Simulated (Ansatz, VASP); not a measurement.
Al: VASP beside Ansatz

```
Al
1.0
     0.00000    2.68587    2.68587
     2.68587    0.00000    2.68587
     2.68587    2.68587    0.00000
Al
2
Direct
  0.87500 0.87500 0.87500
  0.12500 0.12500 0.12500
```

Change from the starting cell: volume scaled by 0.7, LAPW.

Alike in both runs: task single point; functional PBE; k mesh 12 × 12 × 12; occupations fermi-dirac, width 0.05 eV; no spin polarisation.

|  | VASP | Ansatz |
| --- | --- | --- |
| version | VASP 6.6.1 | Ansatz 0.2.0 |
| potentials or method | VASP PAW PBE potentials, release 64 (Al), cutoff 520 eV | all-electron LAPW, scalar-relativistic |

```csv
,VASP,Ansatz,Ansatz less VASP
pressure (GPa),26.9,26.7,-0.24
```

Ansatz ran all-electron here, and VASP with PAW potentials.
